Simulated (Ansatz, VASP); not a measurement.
# One calculation of Sn, two programs

INCAR

```
ALGO = Normal
EDIFF = 1E-7
ENCUT = 520
GGA = PE
ISIF = 2
ISMEAR = -1
LASPH = True
LCHARG = True
LELF = True
LREAL = False
LVHAR = True
LWAVE = False
NBANDS = 21
NELM = 100
PREC = Accurate
SIGMA = 0.05
```

KPOINTS

```
k-points
0
Gamma
  15 15 15
```

POSCAR

```
Sn
1.0
   -2.8764417908      2.8764417908      1.5691520944
    2.8764417908     -2.8764417908      1.5691520944
    2.8764417908      2.8764417908     -1.5691520944
Sn
2
Direct
    0.0000000000      0.0000000000      0.0000000000
    0.7500000000      0.2500000000      0.5000000000
```

Input for Ansatz:

```yaml
crystal:
  lattice:
    - [-2.8764417908, 2.8764417908, 1.5691520944]
    - [2.8764417908, -2.8764417908, 1.5691520944]
    - [2.8764417908, 2.8764417908, -1.5691520944]
  atoms:
    - { symbol: Sn, position: [0.0, 0.0, 0.0] }
    - { symbol: Sn, position: [0.75, 0.25, 0.5] }
kpoints:
  mp_grid: { grid: [15, 15, 15] }
  band_path:
    path:
      - [0.0, 0.0, 0.0]
      - [0.0, 0.0, 0.5]
      - [-0.5, 0.5, 0.5]
      - [0.0, 0.0, 0.0]
      - [0.3243975974, 0.3243975974, -0.3243975974]
      - [-0.3243975974, 0.6756024026, 0.3243975974]
      - [-0.5, 0.5, 0.5]
      - [0.0, 0.0, 0.5]
      - [0.25, 0.25, 0.25]
    npoints: 5
scf:
  occupations: { method: fermi_dirac, width: 0.05 }
hamiltonian:
  xc: pbe
  pseudopotentials: { kind: all_electron, lapw: { basis_error: 0.0005 } }
output:
  forces: true
  stress: true
  eigenvalues: true
```

Change from the starting cell: volume scaled by 0.96.

Alike in both runs: task single point; functional PBE; k mesh 15 × 15 × 15; occupations fermi-dirac, width 0.05 eV; no spin polarisation.

```csv
,VASP,Ansatz
version,VASP 6.6.1,Ansatz 0.2.0
potentials or method,"VASP PAW PBE potentials, release 64 (Sn_d), cutoff 520 eV","all-electron LAPW, scalar-relativistic"
```

|  | VASP | Ansatz | Ansatz less VASP |
| --- | --- | --- | --- |
| pressure (GPa) | 5.3 | 5.3 | +0.06 |
| traceless stress, the component that is largest in VASP (GPa) | -0.75 | -0.75 | -0.001 |

Ansatz ran all-electron here, and VASP with PAW potentials.
